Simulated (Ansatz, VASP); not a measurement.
## Pd in VASP and in Ansatz

Contents of INCAR:

```
ALGO     = Normal         # electronic algorithm
EDIFF    = 1E-6           # SCF threshold, eV
ENCUT    = 500            # plane-wave cutoff, eV
GGA      = PE             # functional
GGA_COMPAT= False        
ISIF     = 2              # what is computed and relaxed
ISMEAR   = -1             # smearing method
ISPIN    = 2              # spin polarisation
LASPH    = True           # aspherical terms in the spheres
LCHARG   = True           # write CHGCAR
LELF     = True           # ELF
LMAXMIX  = 4              # l up to which the mixer works
LORBIT   = 11             # projections on sites
LREAL    = False          # projectors in reciprocal space
LVHAR    = True         
LWAVE    = False          # write WAVECAR
MAGMOM   = 0.5            # initial moments
NBANDS   = 15             # bands
NELM     = 200            # most SCF steps
PREC     = Accurate       # precision mode
SIGMA    = 0.05           # smearing width, eV
```

File KPOINTS:

```
k-points
0
Gamma
  14 14 14
```

POSCAR

```
Pd
1.0
    2.5795691651      0.0000000000      0.0000000000
    0.0000000000      2.5795691651      0.0000000000
    0.0000000000      0.0000000000      2.5795691651
Pd
1
Direct
    0.0000000000      0.0000000000      0.0000000000
```

Input for Ansatz:

```yaml
crystal:
  lattice:
    - [2.5795691651, 0.0, 0.0]
    - [0.0, 2.5795691651, 0.0]
    - [0.0, 0.0, 2.5795691651]
  atoms:
    - { symbol: Pd, position: [0.0, 0.0, 0.0], spin: 0.5 }
hamiltonian:
  xc: pbe
  pseudopotentials:
    kind: paw
    azcp:
      Pd: "pseudopotentials/Pd.paw.azcp"
basis:
  ecutwfc: 420
  fft_grid_basis: typed
kpoints:
  mp_grid: { grid: [14, 14, 14], shift: [0, 0, 0] }
magnetization:
  spin_polarized: true
scf:
  occupations: { method: fermi_dirac, width: 0.05 }
  lower_state_search: "off"
output:
  stress: true
```

Alike in both runs: task single point; functional PBE; k mesh 14 × 14 × 14; occupations fermi-dirac, width 0.05 eV; collinear spin.

|  | VASP | Ansatz |
| --- | --- | --- |
| version | VASP 6.6.1 | Ansatz 0.2.0 |
| potentials or method | VASP PAW PBE potentials, release 64 (Pd), cutoff 500 eV | plane waves (420 eV) with PAW, scalar-relativistic |
| valence electrons in the cell | 10 | 18 |

Ansatz gave:

- pressure (GPa): 5.5
- net moment per atom (μB): 0.00

What did VASP give for the same quantities?

Pressure (GPa): 5.1; net moment per atom (μB): 0.00.

VASP's potentials hold 10 valence electrons a cell and Ansatz's 18, so a difference there can come from the potentials and not from the codes. Ansatz's warnings: seeded moment not kept.
